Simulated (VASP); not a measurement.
GdN: single point with PBEsol

The system is GdN.

```xyz
2
Lattice="3.3767 0.0000 0.0000 -1.6883 2.9243 0.0000 0.0000 0.0000 3.0670" Properties=species:S:1:pos:R:3 pbc="T T T"
Gd    0.0000    0.0000    0.0000
N     1.6883    0.9748    1.5335
```

```
Program                : VASP 6.6.1
Task                   : single point
Functional             : PBEsol
Potentials or basis    : VASP PAW PBE potentials, release 64 (Gd, N)
Cutoff                 : 520 eV
k mesh                 : 10 × 10 × 10
Occupations            : gaussian, width 0.05 eV
Spin                   : collinear spin, ferromagnetic start
Starting moments       : [7.52, 0.0] μB
Dipole correction      : no
Further INCAR settings : ALGO = Normal; EDIFF = 1e-07; NBANDS = 22
```

```json
{
  "Pressure": "-2.6 GPa",
  "Band gap on the k mesh": "zero (filled and empty bands overlap)",
  "Net moment": "7.00 μB per cell",
  "Site moments": "Gd +6.80; N -0.05 μB",
  "Valence electrons inside the program's atomic spheres": "Gd 15.26; N 3.62"
}
```

Stress tensor (GPa, compression positive):
```
-2.60  0.00  0.00
 0.00 -2.60  0.00
 0.00  0.00 -2.47
```

Levels at points of the mesh, in eV from the Fermi level:
Spin up:
| k point | band 12 | band 13 | band 14 | band 15 | band 16 | band 17 | band 18 | band 19 |
| --- | --- | --- | --- | --- | --- | --- | --- | --- |
| (0.00, 0.00, 0.00) | -3.35 | -1.67 | -1.67 | -0.49 | 0.50 | 2.96 | 5.95 | 5.95 |
| (0.50, 0.00, 0.00) | -3.31 | -3.29 | -1.04 | -0.22 | -0.02 | 5.34 | 6.52 | 7.44 |
| (0.00, 0.00, 0.50) | -3.30 | -3.30 | -0.80 | -0.80 | 3.02 | 3.02 | 5.07 | 5.25 |
| (0.50, 0.00, 0.50) | -3.30 | -3.11 | -2.38 | -2.08 | 2.81 | 5.58 | 7.71 | 8.35 |
Spin down:
```
           k point  band 5  band 6  band 7  band 8  band 9  band 10  band 11  band 12
(0.00, 0.00, 0.00)  -13.09   -1.61   -1.61   -0.17    0.34     1.12     1.76     1.76
(0.50, 0.00, 0.00)  -11.57   -3.46   -1.30   -0.73    0.74     1.59     1.61     1.89
(0.00, 0.00, 0.50)  -10.90   -4.27   -1.36   -1.36    1.37     1.60     1.98     2.03
(0.50, 0.00, 0.50)  -12.27   -2.93   -2.32   -2.22    1.66     1.69     1.75     1.90
```

It took 3.1 min on 1 thread of Intel(R) Xeon(R) Platinum 8488C (Sapphire Rapids) (shared host), peak memory 0.24 GiB.

Caveat: the PAW data sets were made with another functional, which shifts forces and pressure a little; spin-orbit coupling is left out, which moves the levels of the heavy elements; a cell with one magnetic atom can't hold antiferromagnetic order, which such compounds often take; semilocal functionals describe open f shells poorly, which spoils levels, moments and volumes. With open d or f shells a metallic result of PBEsol can be an artefact of self-interaction; +U or a hybrid may open a gap.
